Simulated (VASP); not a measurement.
Set up this calculation in VASP 6.6.1, as the native input.

```yaml
Task: relaxation of cell and atoms
Functional: PBE
Potentials_or_basis: VASP PAW PBE potentials, release 64 (W_sv)
Cutoff: 600 eV
k_mesh: 19 × 19 × 10
Occupations: fermi-dirac, width 0.05 eV
Spin: no spin polarisation
Dipole_correction: no
Further_INCAR_settings: ALGO = Normal; EDIFF = 1e-06; IBRION = 2; EDIFFG = -0.02; NSW = 50; ISIF = 3
```

The structure of W lies in POSCAR:

```
W
1.0
    2.7764073753      0.0000000000      0.0000000000
   -1.3882036876      2.4044393182      0.0000000000
    0.0000000000      0.0000000000      4.9504099456
W
2
Direct
    0.3333333333      0.6666666667      0.2500000000
    0.6666666667      0.3333333333      0.7500000000
```

The input as run:

INCAR

```
  ALGO = Normal
  EDIFF = 1E-6
  EDIFFG = -0.02
  ENCUT = 600
  GGA = PE
  IBRION = 2
  ISIF = 3
  ISMEAR = -1
  LASPH = T
  LCHARG = F
  LREAL = F
  LWAVE = F
  NELM = 100
  NSW = 50
  PREC = Accurate
  SIGMA = 0.05
```

KPOINTS

```
k-points
0
Gamma
  19 19 10
```

Potentials or basis: VASP PAW PBE potentials, release 64 (W_sv).

Launch:

```sh
$ cat potpaw_PBE.64/W_sv/POTCAR > POTCAR
$ mpirun -np 1 vasp_std > vasp.out
```

Results of the run:

The relaxed volume is 16.55 Å³/atom, the relaxed cell is a = 2.778 Å, b = 2.778 Å, c = 4.953 Å, α = 90.00°, β = 90.00°, γ = 120.00° and the space group after relaxing (to 0.05 Å) is P6_3/mmc (No. 194). The energy gained by relaxing is 0.1 meV/atom and the ionic steps are 3. The pressure after relaxing is 0.0 GPa and the band gap on the k mesh is zero (band 14 reaches 11.79 eV, above the bottom of band 15 at 10.05 eV).

Caveat: spin-orbit coupling is left out, which moves the levels of the heavy elements.

It took 6.1 min on 1 thread of Intel Xeon 8259CL, with other jobs on the host, peak memory 0.28 GiB.
